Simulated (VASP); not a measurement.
Write the native input for VASP 6.6.1 that does the following.

```yaml
Task: electric field gradients
Functional: r2SCAN
Potentials_or_basis: VASP PAW PBE potentials, release 64 (Sc_sv, Pt)
Cutoff: 520 eV
k_mesh: 8 × 8 × 8
Occupations: fermi-dirac, width 0.03 eV
Spin: no spin polarisation
Dipole_correction: no
Further_INCAR_settings: ALGO = Normal; EDIFF = 1e-08; NBANDS = 28
```

Crystal: ScPt3.

```xyz
4
Lattice="3.9842 0.0000 0.0000 0.0000 3.9842 0.0000 0.0000 0.0000 3.9842" Properties=species:S:1:pos:R:3 pbc="T T T"
Sc    0.0000    0.0000    0.0000
Pt    1.9921    1.9921    0.0000
Pt    1.9921    0.0000    1.9921
Pt    0.0000    1.9921    1.9921
```

These files were run (other wordings do the same):

POSCAR

```
ScPt3
1.0
    3.9842364800      0.0000000000      0.0000000000
    0.0000000000      3.9842364800      0.0000000000
    0.0000000000      0.0000000000      3.9842364800
Sc Pt
1 3
Direct
    0.0000000000      0.0000000000      0.0000000000
    0.5000000000      0.5000000000      0.0000000000
    0.5000000000      0.0000000000      0.5000000000
    0.0000000000      0.5000000000      0.5000000000
```

INCAR.step1

```
ALGO = Normal
EDIFF = 1E-4
ENCUT = 520
GGA = PE
ISMEAR = -1
LASPH = True
LCHARG = False
LREAL = False
LWAVE = True
NBANDS = 28
NELM = 100
PREC = Accurate
SIGMA = 0.03
```

INCAR.step2

```
ALGO = Normal
EDIFF = 1E-8
ENCUT = 520
ISIF = 2
ISMEAR = -1
ISTART = 1
LASPH = True
LCHARG = False
LEFG = True
LMIXTAU = True
LREAL = False
LWAVE = False
METAGGA = R2SCAN
NBANDS = 28
NELM = 100
PREC = Accurate
SIGMA = 0.03
```

KPOINTS

```
k-points
0
Gamma
  8 8 8
```

Potentials or basis: VASP PAW PBE potentials, release 64 (Sc_sv, Pt).

The run is started by

```console
$ cat potpaw_PBE.64/Sc_sv/POTCAR potpaw_PBE.64/Pt/POTCAR > POTCAR
$ cp INCAR.step1 INCAR
$ mpirun -np 1 vasp_std > vasp.out
$ cp INCAR.step2 INCAR
$ mpirun -np 1 vasp_std > vasp.out
```

Results of the run:

```json
{
  "Pressure": "0.0 GPa"
}
```

Caveat: without QUAD_EFG the Cq values of the log hold for a quadrupole moment of 1 mb, not for the nuclei; the PAW data sets were made with another functional, which shifts forces and pressure a little.

Run time: 2.9 min on 1 thread of AMD EPYC 7R13 Processor (Zen 3) (shared host), peak memory 0.18 GiB.
